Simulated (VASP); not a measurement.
# Ta (Im-3m) in VASP: notebook, part 2 of 2

VASP 6.6.1.

## Step 5: Single point, PBE

Input file INCAR:

```
  PREC = Accurate
  ENCUT = 520
  EDIFF = 1E-6
  ISMEAR = 0
  SIGMA = 0.018000000000000002
  LREAL = F
  LASPH = T
  NELM = 80
  ALGO = Fast
  ISIF = 2
  LWAVE = F
  LCHARG = T
  GGA = PE
  LELF = T
  LVHAR = T
  NBANDS = 12
```

Input file KPOINTS:

```
Automatic mesh
0
Gamma
  11 11 11
```

Input file POSCAR:

```
Ta
1.0
   -1.6512800000      1.6512800000      1.6512800000
    1.6512800000     -1.6512800000      1.6512800000
    1.6512800000      1.6512800000     -1.6512800000
Ta
1
Direct
    0.0000000000      0.0000000000      0.0000000000
```

On the command line:

```sh
cat potpaw_PBE.64/Ta_pv/POTCAR > POTCAR
mpirun -np 1 vasp_std > vasp.out
```

It took 20 s on 1 thread of AMD EPYC 7R43 (Zen 3), shared host; peak memory 0.11 GiB.

It converged, with:

* Free energy: -11.8153 eV
* Pressure: 2.2 GPa

Levels at points of the mesh, in eV from the Fermi level:
| k point | band 2 | band 3 | band 4 | band 5 | band 6 | band 7 | band 8 | band 9 |
| --- | --- | --- | --- | --- | --- | --- | --- | --- |
| (0.00, 0.00, 0.00) | -33.02 | -33.02 | -7.88 | 0.78 | 0.78 | 0.78 | 4.05 | 4.05 |

Caveat: spin-orbit coupling is left out, which moves the levels of the heavy elements.

## Step 6: Single point, PBE

Input file INCAR:

```
PREC = Accurate
ENCUT = 520
EDIFF = 1E-6
ISMEAR = 0
SIGMA = 0.020999999999999998
LREAL = F
LASPH = T
NELM = 60
ALGO = Normal
ISIF = 2
LWAVE = F
LCHARG = T
GGA = PE
LELF = T
LVHAR = T
NBANDS = 12
```

Input file KPOINTS:

```
regular mesh
0
Gamma
  11 11 11
```

POSCAR is that of step 5.

Potentials or basis: VASP PAW PBE potentials, release 64 (Ta_pv).

On the command line:

```sh
cat potpaw_PBE.64/Ta_pv/POTCAR > POTCAR
mpirun -np 1 vasp_std > vasp.out
```

OUTCAR:

```text
PREC = Accurate
   ENCUT = 520
   EDIFF = 1E-6
   ISMEAR = 0
   LREAL = F
   LASPH = T
   NELM = 60
   ISIF = 2
   GGA = PE

 ion  position               nearest neighbor table
   1  0.000  0.000  0.000-

  LATTYP: Found a body centered cubic cell.
 ALAT       =     3.3025600000

  Lattice vectors:

 A1 = (  -1.6512800000,   1.6512800000,   1.6512800000)
 A2 = (   1.6512800000,  -1.6512800000,   1.6512800000)
 A3 = (   1.6512800000,   1.6512800000,  -1.6512800000)

Analysis of symmetry for initial positions (statically):
=====================================================================
 Subroutine PRICEL returns:
 Original cell was already a primitive cell.

 Routine SETGRP: Setting up the symmetry group for a
 body centered cubic supercell.

 Subroutine GETGRP returns: Found 48 space group operations
 (whereof 48 operations were pure point group operations)
 out of a pool of 48 trial point group operations.

The static configuration has the point symmetry O_h .

Analysis of symmetry for dynamics (positions and initial velocities):
=====================================================================
 Subroutine PRICEL returns:
 Original cell was already a primitive cell.

 Routine SETGRP: Setting up the symmetry group for a
 body centered cubic supercell.

 Subroutine GETGRP returns: Found 48 space group operations
 (whereof 48 operations were pure point group operations)
 out of a pool of 48 trial point group operations.

The dynamic configuration has the point symmetry O_h .

 Subroutine INISYM returns: Found 48 space group operations
 (whereof 48 operations are pure point group operations),
 and found     1 'primitive' translations

----------------------------------------------------------------------------------------

                                     Primitive cell

  volume of cell :      18.0104

  direct lattice vectors                    reciprocal lattice vectors
    -1.651280000  1.651280000  1.651280000     0.000000000  0.302795407  0.302795407
     1.651280000 -1.651280000  1.651280000     0.302795407  0.000000000  0.302795407
     1.651280000  1.651280000 -1.651280000     0.302795407  0.302795407  0.000000000

  length of vectors
     2.860100858  2.860100858  2.860100858     0.428217371  0.428217371  0.428217371

  position of ions in fractional coordinates (direct lattice)
     0.000000000  0.000000000  0.000000000

  ion indices of the primitive-cell ions
   primitive index   ion index
                 1           1

----------------------------------------------------------------------------------------

 KPOINTS: regular mesh

Automatic generation of k-mesh.
 Grid dimensions read from file:
 generate k-points for:   11   11   11

 Generating k-lattice:

  Cartesian coordinates                     Fractional coordinates (reciprocal lattice)
     0.000000000  0.027526855  0.027526855     0.090909091  0.000000000  0.000000000
     0.027526855  0.000000000  0.027526855     0.000000000  0.090909091  0.000000000
     0.027526855  0.027526855  0.000000000     0.000000000  0.000000000  0.090909091

  Length of vectors
     0.038928852  0.038928852  0.038928852

  Shift w.r.t. Gamma in fractional coordinates (k-lattice)
     0.000000000  0.000000000  0.000000000

 Subroutine IBZKPT returns following result:
 ===========================================

 Found     56 irreducible k-points:

 Following reciprocal coordinates:
            Coordinates               Weight
  0.000000  0.000000  0.000000      1.000000
  0.090909  0.000000  0.000000     12.000000
  0.181818  0.000000  0.000000     12.000000
  0.272727  0.000000  0.000000     12.000000
  0.363636  0.000000  0.000000     12.000000
  0.454545  0.000000  0.000000     12.000000
[... 16 lines left out ...]
  0.272727  0.181818  0.090909     48.000000
  0.363636  0.181818  0.090909     24.000000
 [... further k-points ...]
   k-points           NKPTS =     56   k-points in BZ     NKDIM =     56   number of bands    NBANDS=     12
   number of dos      NEDOS =    301   number of ions     NIONS =      1
   total plane-waves  NPLWV =  13824
   dimension x,y,z NGX =    24 NGY =   24 NGZ =   24
   dimension x,y,z NGXF=    48 NGYF=   48 NGZF=   48
   ions per type =               1
   NGX,Y,Z   is equivalent  to a cutoff of  13.95, 13.95, 13.95 a.u.
   NGXF,Y,Z  is equivalent  to a cutoff of  27.90, 27.90, 27.90 a.u.
 SYSTEM =  unknown system
   PREC   = accura    normal or accurate (medium, high low for compatibility)
   ISTART =      0    job   : 0-new  1-cont  2-samecut
   ICHARG =      2    charge: 1-file 2-atom 10-const
   ISPIN  =      1    spin polarized calculation?
   LNONCOLLINEAR =      F non collinear calculations
   LSORBIT =      F    spin-orbit coupling
   LASPH  =      T    aspherical Exc in radial PAW
   ENCUT  =  520.0 eV  38.22 Ry    6.18 a.u.   5.32  5.32  5.32*2*pi/ulx,y,z
   NELM   =     60;   NELMIN=  2; NELMDL= -5     # of ELM steps
   EDIFF  = 0.1E-05   stopping-criterion for ELM
   LREAL  =      F    real-space projection
   EDIFFG = 0.1E-04   stopping-criterion for IOM
   NSW    =      0    number of steps for IOM
   IBRION =     -1    ionic relax: 0-MD 1-quasi-New 2-CG
   NFREE  =      0    steps in history (QN), initial steepest desc. (CG)
   ISIF   =      2    stress and relaxation
   ISYM   =      2    0-nonsym 1-usesym 2-fastsym
   POTIM  = 0.5000    time-step for ionic-motion
   TEBEG  =    0.0;   TEEND  =   0.0 temperature during run
   PSTRESS=    0.0 pullay stress
   NELECT =      11.0000    total number of electrons
   NUPDOWN=      -1.0000    fix difference up-down
   EMIN   =  10.00;   EMAX   =-10.00  energy-range for DOS
   EFERMI =   0.00;   METHOD = LEGACY
   ISMEAR =     0;   SIGMA  =   0.02  broadening in eV -4-tet -1-fermi 0-gaus
   EFERMI_NEDOS =   21; number of points for ismear=-14 and -15
   IALGO  =     38    algorithm
   IMIX   =      4    mixing-type and parameters
     AMIX     =   0.40;   BMIX     =  1.00
     AMIX_MAG =   1.60;   BMIX_MAG =  1.00
  volume/ion in A,a.u.               =      18.01       121.54
  Fermi-wavevector in a.u.,A,eV,Ry     =   1.388988  2.624806 26.249534  1.929286
  Thomas-Fermi vector in A             =   2.513061
   LORBIT       =      0    0 simple, 1 ext, 2 COOP (PROOUT), +10 PAW based schemes
   GGA     = PE    functional components
   LHFCALC =     F    Hartree Fock is set to
   AEXX    =    0.0000 exact exchange contribution
   IVDW    =     0    specifies the selected vdW correction
   LEPSILON=     F    determine dielectric tensor
   LRPA    =     F    only Hartree local field effects (RPA)
 non-spin polarized calculation
 Gauss-broadening in eV      SIGMA  =   0.02
  energy-cutoff  :      520.00
  volume of cell :       18.01
 maximum number of plane-waves:       494
 NGX is ok and might be reduce to    24
   NGX = 11   NGY = 11   NGZ = 11

 number of electron      11.0000002 magnetization

 Free energy of the ion-electron system (eV)
  ---------------------------------------------------
  ext. energy  EPLUGINS =         0.00000000
  ---------------------------------------------------
  free energy    TOTEN  =       -11.81530178 eV

  energy without entropy =      -11.81522674  energy(sigma->0) =      -11.81526426

 E-fermi :   5.4499     XC(G=0): -12.6163

 val. band max:        5.4264748148   @ k =   0.1818   0.0000   0.0000
 cond. band min:       5.5132619429   @ k =   0.3636   0.1818   0.0909
 fundamental gap:      0.0867871281
 Fermi energy:         5.4498974969

 k-point     1 :       0.0000    0.0000    0.0000
  band No.  band energies     occupation
      1     -27.5730      2.00000
      2     -27.5730      2.00000
      3     -27.5730      2.00000
      4      -2.4301      2.00000
      5       6.2279      0.00000
      6       6.2279      0.00000
      7       6.2279      0.00000
      8       9.5002      0.00000
      9       9.5002      0.00000
     10      20.1984      0.00000
     11      20.4969      0.00000
     12      20.4969      0.00000

 k-point     2 :       0.0909    0.0000    0.0000
  band No.  band energies     occupation
      1     -27.6742      2.00000
      2     -27.6042      2.00000
      3     -27.5736      2.00000
      4      -2.0645      2.00000
      5       5.9936      0.00000
      6       6.1472      0.00000
      7       6.5887      0.00000
      8       9.1531      0.00000
      9       9.5030      0.00000
     10      20.1980      0.00000
     11      20.8125      0.00000
     12      21.1381      0.00000
[... 316 lines left out ...]
 k-point    24 :       0.3636    0.1818    0.0909
  band No.  band energies     occupation
      1     -28.5415      2.00000
      2     -28.1074      2.00000
      3     -27.7657      2.00000
      4       2.6601      2.00000
      5       3.9070      2.00000
      6       5.5133      0.00002
      7       9.9273      0.00000
      8      10.5011      0.00000
      9      14.5989      0.00000
     10      15.6152      0.00000
     11      18.8923      0.00000
     12      20.2035      0.00000

 [... further k-points ...]
[... 5 lines left out ...]
  --------------------------------------------------------------------------------------
  -------------------------------------------------------------------------------------
  Total        0.2503747      0.2503747      0.2503747      0.0000000      0.0000000     -0.0000000
  in kB       22.2730089     22.2730089     22.2730089      0.0000000      0.0000000     -0.0000000
  external PRESSURE =      22.2730089 kB  Pullay stress =       0.0000000 kB

 VOLUME and BASIS-vectors are now :
 -----------------------------------------------------------------------------
  energy-cutoff  :      520.00
  volume of cell :       18.01
      direct lattice vectors                 reciprocal lattice vectors
    -1.651280000  1.651280000  1.651280000     0.000000000  0.302795407  0.302795407
     1.651280000 -1.651280000  1.651280000     0.302795407  0.000000000  0.302795407
     1.651280000  1.651280000 -1.651280000     0.302795407  0.302795407  0.000000000

 POSITION                                       TOTAL-FORCE (eV/Angst)
 -----------------------------------------------------------------------------------
      0.00000      0.00000      0.00000         0.000000     -0.000000     -0.000000
 -----------------------------------------------------------------------------------
    total drift:                               -0.000000      0.000000      0.000000

  FREE ENERGIE OF THE ION-ELECTRON SYSTEM (eV)
  ---------------------------------------------------
  free  energy   TOTEN  =       -11.8153017825 eV

  energy  without entropy=      -11.8152267397  energy(sigma->0) =      -11.81526426
```

stdout:

```text
POSCAR found type information on POSCAR Ta
 POSCAR found :  1 types and       1 ions
 scaLAPACK will be used
 LDA part: xc-table for (Slater+PW92), standard interpolation
 POSCAR, INCAR and KPOINTS ok, starting setup
 FFT: planning ... GRIDC
 FFT: planning ... GRID_SOFT
 FFT: planning ... GRID
 WAVECAR not read
 entering main loop
```

Run time: 14 s. Hardware: 1 thread of AMD EPYC 7R43 (Zen 3), shared host; peak memory 0.11 GiB.

Results:

```
Free energy : -11.8153 eV
Pressure    : 2.2 GPa
```

Caveat: spin-orbit coupling is left out, which moves the levels of the heavy elements.

## Step 7: Summary

| smearing | gap on the mesh (eV) | pressure (GPa) |
| --- | --- | --- |
| gaussian 0.014 eV | none | 2.3 |
| gaussian 0.016 eV | none | 2.2 |
| gaussian 0.017 eV | none | 2.2 |
| gaussian 0.018 eV | none | 2.2 |
| gaussian 0.021 eV | none | 2.2 |

Alike in all rows: task single point; level PBE; potentials or basis VASP PAW PBE potentials, release 64 (Ta_pv); no spin polarisation; cell as given; k mesh 11 × 11 × 11; cutoff (eV) 520.

Every run on the cell as given and a fine mesh finds a metal.

Caveats: spin-orbit coupling is left out, which moves the levels of the heavy elements.

Absolute energies hang on the potentials; compare differences alone.
